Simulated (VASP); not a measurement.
# Fe (P6_3/mmc) in VASP: further runs

Fe is run at these levels: PBEsol+D4, PBEsol; tasks: single point.

Program: VASP 6.6.1. These are calculated values, not measurements. Logs are shortened: lines on timing, memory, paths and dates and some standing lists are left out, and cuts for length are marked.

### Step 1. The cell of the first run

The structure is hexagonal, space group P6_3/mmc (No. 194). The conventional cell has a = 2.434 Å, b = 2.434 Å, c = 3.842 Å, α = 90.00°, β = 90.00°, γ = 120.00°. Within 3.1 Å of Fe (site symmetry -6m2) lie 12 Fe at 2.38 to 2.43 Å.

### Step 2. Single point, PBEsol+D4, collinear spin, ferromagnetic start

File INCAR:

```
SYSTEM = Fe
PREC     = Accurate       ! precision mode
ENCUT    = 600            ! plane-wave cutoff, eV
EDIFF    = 1E-6           ! SCF threshold, eV
ISMEAR   = -1             ! smearing method
SIGMA    = 0.05           ! smearing width, eV
LREAL    = .False.        ! projectors in reciprocal space
LASPH    = .True.         ! aspherical terms in the spheres
NELM     = 200            ! most SCF steps
ALGO     = Normal         ! electronic algorithm
ISIF     = 2              ! what is computed and relaxed
LWAVE    = .False.        ! write WAVECAR
LCHARG   = .False.        ! write CHGCAR
ISPIN    = 2              ! spin polarisation
MAGMOM   = 3 3            ! initial moments
LORBIT   = 11             ! projections on sites
LMAXMIX  = 4              ! l up to which the mixer works
GGA      = PS             ! functional
IVDW     = 13             ! dispersion correction
NBANDS   = 27             ! bands
GGA_COMPAT= .False.
```

File KPOINTS:

```
Automatic mesh
0
Gamma
  12 12 7
  0 0 0
```

File POSCAR:

```
Fe
1.0
    2.4341575853      0.0000000000      0.0000000000
   -1.2170787927      2.1080423057      0.0000000000
    0.0000000000      0.0000000000      3.8419344700
Fe
2
Direct
    0.6666666667      0.3333333333      0.7500000000
    0.3333333333      0.6666666667      0.2500000000
```

Potentials or basis: VASP PAW PBE potentials, release 64 (Fe_sv).

Started as:

```bash
$ cat potpaw_PBE.64/Fe_sv/POTCAR > POTCAR
$ mpirun -np 1 vasp_std > vasp.out
```

OUTCAR:

```text
SYSTEM = Fe
   PREC = Accurate
   ENCUT = 600
   EDIFF = 1E-6
   ISMEAR = -1
   LREAL = .False.
   LASPH = .True.
   NELM = 200
   ISIF = 2
   ISPIN = 2
   LORBIT = 11
   GGA = PS
   IVDW = 13

 ion  position               nearest neighbor table
   1  0.667  0.333  0.750-   2 2.38   2 2.38   2 2.38   2 2.38   2 2.38   2 2.38
   2  0.333  0.667  0.250-   1 2.38   1 2.38   1 2.38   1 2.38   1 2.38   1 2.38

  LATTYP: Found a hexagonal cell.
 ALAT       =     2.4341575853
 C/A-ratio  =     1.5783425417

  Lattice vectors:

 A1 = (   2.4341575853,   0.0000000000,   0.0000000000)
 A2 = (  -1.2170787927,   2.1080423057,   0.0000000000)
 A3 = (   0.0000000000,   0.0000000000,   3.8419344700)

Analysis of symmetry for initial positions (statically):
=====================================================================
 Subroutine PRICEL returns:
 Original cell was already a primitive cell.

 Routine SETGRP: Setting up the symmetry group for a
 hexagonal supercell.

 Subroutine GETGRP returns: Found 24 space group operations
 (whereof 12 operations were pure point group operations)
 out of a pool of 24 trial point group operations.

The static configuration has the point symmetry D_3d.
 The point group associated with its full space group is D_6h.

Analysis of symmetry for dynamics (positions and initial velocities):
=====================================================================
 Subroutine PRICEL returns:
 Original cell was already a primitive cell.

 Routine SETGRP: Setting up the symmetry group for a
 hexagonal supercell.

 Subroutine GETGRP returns: Found 24 space group operations
 (whereof 12 operations were pure point group operations)
 out of a pool of 24 trial point group operations.

The dynamic configuration has the point symmetry D_3d.
 The point group associated with its full space group is D_6h.

Analysis of structural, dynamic, and magnetic symmetry:
=====================================================================
 Subroutine PRICEL returns:
 Original cell was already a primitive cell.

 Routine SETGRP: Setting up the symmetry group for a
 hexagonal supercell.

 Subroutine GETGRP returns: Found 24 space group operations
 (whereof 12 operations were pure point group operations)
 out of a pool of 24 trial point group operations.

The overall configuration has the point symmetry D_3d.
 The point group associated with its full space group is D_6h.

 Subroutine INISYM returns: Found 24 space group operations
 (whereof 12 operations are pure point group operations),
 and found     1 'primitive' translations

----------------------------------------------------------------------------------------

                                     Primitive cell

  volume of cell :      19.7141

  direct lattice vectors                    reciprocal lattice vectors
     2.434157585  0.000000000  0.000000000     0.410819746  0.237186891  0.000000000
    -1.217078793  2.108042306  0.000000000     0.000000000  0.474373781  0.000000000
     0.000000000  0.000000000  3.841934470     0.000000000  0.000000000  0.260285543

  length of vectors
     2.434157585  2.434157585  3.841934470     0.474373781  0.474373781  0.260285543

  position of ions in fractional coordinates (direct lattice)
     0.666666667  0.333333333  0.750000000
     0.333333333  0.666666667  0.250000000

  ion indices of the primitive-cell ions
   primitive index   ion index
                 1           1
                 2           2

----------------------------------------------------------------------------------------

 KPOINTS: Automatic mesh

Automatic generation of k-mesh.
 Grid dimensions read from file:
 generate k-points for:   12   12    7

 Generating k-lattice:

  Cartesian coordinates                     Fractional coordinates (reciprocal lattice)
     0.034234979  0.019765574  0.000000000     0.083333333 -0.000000000  0.000000000
     0.000000000  0.039531148  0.000000000     0.000000000  0.083333333  0.000000000
     0.000000000  0.000000000  0.037183649     0.000000000  0.000000000  0.142857143

  Length of vectors
     0.039531148  0.039531148  0.037183649

  Shift w.r.t. Gamma in fractional coordinates (k-lattice)
     0.000000000  0.000000000  0.000000000

 Subroutine IBZKPT returns following result:
 ===========================================

 Found     76 irreducible k-points:

 Following reciprocal coordinates:
            Coordinates               Weight
  0.000000  0.000000  0.000000      1.000000
  0.083333  0.000000  0.000000      6.000000
  0.166667  0.000000  0.000000      6.000000
  0.250000  0.000000  0.000000      6.000000
  0.333333  0.000000  0.000000      6.000000
  0.416667  0.000000  0.000000      6.000000
[... 16 lines left out ...]
  0.250000  0.000000  0.142857     12.000000
  0.333333  0.000000  0.142857     12.000000
 [... further k-points ...]
   k-points           NKPTS =     76   k-points in BZ     NKDIM =     76   number of bands    NBANDS=     27
   number of dos      NEDOS =    301   number of ions     NIONS =      2
   total plane-waves  NPLWV =  12800
   dimension x,y,z NGX =    20 NGY =   20 NGZ =   32
   dimension x,y,z NGXF=    40 NGYF=   40 NGZF=   64
   ions per type =               2
   NGX,Y,Z   is equivalent  to a cutoff of  13.66, 13.66, 13.85 a.u.
   NGXF,Y,Z  is equivalent  to a cutoff of  27.32, 27.32, 27.69 a.u.
 SYSTEM =  Fe
   PREC   = accura    normal or accurate (medium, high low for compatibility)
   ISTART =      0    job   : 0-new  1-cont  2-samecut
   ICHARG =      2    charge: 1-file 2-atom 10-const
   ISPIN  =      2    spin polarized calculation?
   LNONCOLLINEAR =      F non collinear calculations
   LSORBIT =      F    spin-orbit coupling
   LASPH  =      T    aspherical Exc in radial PAW
   ENCUT  =  600.0 eV  44.10 Ry    6.64 a.u.   4.86  4.86  7.67*2*pi/ulx,y,z
   NELM   =    200;   NELMIN=  2; NELMDL= -5     # of ELM steps
   EDIFF  = 0.1E-05   stopping-criterion for ELM
   LREAL  =      F    real-space projection
   EDIFFG = 0.1E-04   stopping-criterion for IOM
   NSW    =      0    number of steps for IOM
   IBRION =     -1    ionic relax: 0-MD 1-quasi-New 2-CG
   NFREE  =      0    steps in history (QN), initial steepest desc. (CG)
   ISIF   =      2    stress and relaxation
   ISYM   =      2    0-nonsym 1-usesym 2-fastsym
   POTIM  = 0.5000    time-step for ionic-motion
   TEBEG  =    0.0;   TEEND  =   0.0 temperature during run
   PSTRESS=    0.0 pullay stress
   NELECT =      32.0000    total number of electrons
   NUPDOWN=      -1.0000    fix difference up-down
   EMIN   =  10.00;   EMAX   =-10.00  energy-range for DOS
   EFERMI =   0.00;   METHOD = LEGACY
   ISMEAR =    -1;   SIGMA  =   0.05  broadening in eV -4-tet -1-fermi 0-gaus
   EFERMI_NEDOS =   21; number of points for ismear=-14 and -15
   IALGO  =     38    algorithm
   IMIX   =      4    mixing-type and parameters
     AMIX     =   0.40;   BMIX     =  1.00
     AMIX_MAG =   1.60;   BMIX_MAG =  1.00
  volume/ion in A,a.u.               =       9.86        66.52
  Fermi-wavevector in a.u.,A,eV,Ry     =   1.923972  3.635781 50.364275  3.701670
  Thomas-Fermi vector in A             =   2.957694
   LORBIT       =     11    0 simple, 1 ext, 2 COOP (PROOUT), +10 PAW based schemes
   GGA     = PS    functional components
   LHFCALC =     F    Hartree Fock is set to
   AEXX    =    0.0000 exact exchange contribution
   IVDW    =    13    specifies the selected vdW correction
   LEPSILON=     F    determine dielectric tensor
   LRPA    =     F    only Hartree local field effects (RPA)
 spin polarized calculation
  energy-cutoff  :      600.00
  volume of cell :       19.71
 maximum number of plane-waves:       687
 NGX is ok and might be reduce to    20
   NGX =  9   NGY =  9   NGZ = 15

 number of electron      31.9999997 magnetization       0.0036963

 number of electron      31.9999997 magnetization      -0.0007945

 Free energy of the ion-electron system (eV)
  ---------------------------------------------------
  ext. energy  EPLUGINS =         0.00000000
  ---------------------------------------------------
  free energy    TOTEN  =       -18.13696551 eV

  energy without entropy =      -18.11741003  energy(sigma->0) =      -18.12718777

 E-fermi :  14.3905     XC(G=0): -14.8514

 val. band max:       14.3756967024   @ k =   0.3333   0.3333   0.2857
 cond. band min:      14.3925092454   @ k =   0.4167   0.0833   0.4286
 fundamental gap:      0.0168125430
 Fermi energy:        14.3904503142

 spin component 1

 k-point     1 :       0.0000    0.0000    0.0000
  band No.  band energies     occupation
      1     -72.6586      1.00000
      2     -72.5003      1.00000
      3     -39.1608      1.00000
      4     -38.5455      1.00000
      5     -38.5455      1.00000
      6     -38.4365      1.00000
[... 19 lines left out ...]
     26      40.7742      0.00000
     27      41.7878      0.00000
[... 661 lines left out ...]
 k-point    24 :       0.3333    0.0000    0.1429
  band No.  band energies     occupation
      1     -72.5606      1.00000
      2     -72.4787      1.00000
      3     -38.9957      1.00000
      4     -38.8515      1.00000
      5     -38.8020      1.00000
      6     -38.6503      1.00000
[... 19 lines left out ...]
     26      38.1360      0.00000
     27      40.1002      0.00000

 [... further k-points ...]

 spin component 2

 k-point     1 :       0.0000    0.0000    0.0000
  band No.  band energies     occupation
      1     -72.6591      1.00000
      2     -72.5008      1.00000
      3     -39.1612      1.00000
      4     -38.5460      1.00000
      5     -38.5460      1.00000
      6     -38.4370      1.00000
[... 19 lines left out ...]
     26      40.7741      0.00000
     27      41.7876      0.00000
[... 661 lines left out ...]
 k-point    24 :       0.3333    0.0000    0.1429
  band No.  band energies     occupation
      1     -72.5610      1.00000
      2     -72.4791      1.00000
      3     -38.9961      1.00000
      4     -38.8520      1.00000
      5     -38.8024      1.00000
      6     -38.6508      1.00000
[... 19 lines left out ...]
     26      38.1359      0.00000
     27      40.1001      0.00000

 [... further k-points ...]

------------------------ aborting loop because EDIFF is reached ----------------------------------------

  DFT-D4 for vdW energy calculation

  Edisp (eV):   -0.46325

  FORCE on cell =-STRESS in cart. coord.  units (eV):
  Direction    XX          YY          ZZ          XY          YZ          ZX
  --------------------------------------------------------------------------------------
  -------------------------------------------------------------------------------------
  Total      -1.18314    -1.18314    -0.97724     0.00000    -0.00000     0.00000
  in kB     -96.15461   -96.15461   -79.42108     0.00000    -0.00000     0.00000
  external pressure =      -90.58 kB  Pullay stress =        0.00 kB

 VOLUME and BASIS-vectors are now :
 -----------------------------------------------------------------------------
  energy-cutoff  :      600.00
  volume of cell :       19.71
      direct lattice vectors                 reciprocal lattice vectors
     2.434157585  0.000000000  0.000000000     0.410819746  0.237186891  0.000000000
    -1.217078793  2.108042306  0.000000000     0.000000000  0.474373781  0.000000000
     0.000000000  0.000000000  3.841934470     0.000000000  0.000000000  0.260285543

 POSITION                                       TOTAL-FORCE (eV/Angst)
 -----------------------------------------------------------------------------------
      1.21708      0.70268      2.88145        -0.000000      0.000000      0.000000
     -0.00000      1.40536      0.96048         0.000000     -0.000000      0.000000
 -----------------------------------------------------------------------------------
    total drift:                               -0.000000      0.000000     -0.000000

  FREE ENERGIE OF THE ION-ELECTRON SYSTEM (eV)
  ---------------------------------------------------
  free  energy   TOTEN  =       -18.6002189246 eV

  energy  without entropy=      -18.5806634415  energy(sigma->0) =      -18.59044118

 total charge

# of ion       s       p       d       tot
------------------------------------------
    1        2.214   6.060   5.545  13.819
    2        2.214   6.060   5.545  13.819
--------------------------------------------------
tot          4.428  12.121  11.090  27.639

 magnetization (x)

# of ion       s       p       d       tot
------------------------------------------
    1        0.000   0.000  -0.000  -0.000
    2        0.000   0.000  -0.000  -0.000
--------------------------------------------------
tot          0.000   0.000  -0.001  -0.001
```

It took 70 s on 1 thread of Intel Xeon Platinum 8259CL at 2.50GHz (Skylake/Cascade Lake), shared host; peak memory 0.19 GiB.

Results:

```
Free energy                                           : -18.6002 eV
Pressure                                              : -9.1 GPa
Band gap on the k mesh                                : zero (filled and empty bands overlap)
Net moment                                            : 0.00 μB per cell
Valence electrons inside the program's atomic spheres : Fe 13.82
Dispersion energy per atom                            : -0.232 eV
```

Levels at points of the mesh, in eV from the Fermi level:
Spin up:
```
           k point  band 12  band 13  band 14  band 15  band 16  band 17  band 18  band 19  band 20  band 21
(0.00, 0.00, 0.00)    -1.77    -1.62    -1.27    -1.27    -0.92    -0.92     0.42     0.75     0.75     9.08
(0.50, 0.00, 0.00)    -2.23    -2.10    -1.63    -1.14     0.85     1.10     1.14     2.75     4.95    11.47
```
Spin down:
```tsv
k point	band 12	band 13	band 14	band 15	band 16	band 17	band 18	band 19	band 20	band 21
(0.00, 0.00, 0.00)	-1.77	-1.62	-1.27	-1.27	-0.92	-0.92	0.42	0.75	0.75	9.08
(0.50, 0.00, 0.00)	-2.23	-2.10	-1.63	-1.14	0.85	1.09	1.14	2.75	4.95	11.47
```

Caveat: the starting moments collapsed, and a magnetic state may lie lower; the PAW data sets were made with another functional, which shifts forces and pressure a little; pairwise dispersion overbinds metals, which lowers pressure and volume.

(Part 1 of 2 ends here.)
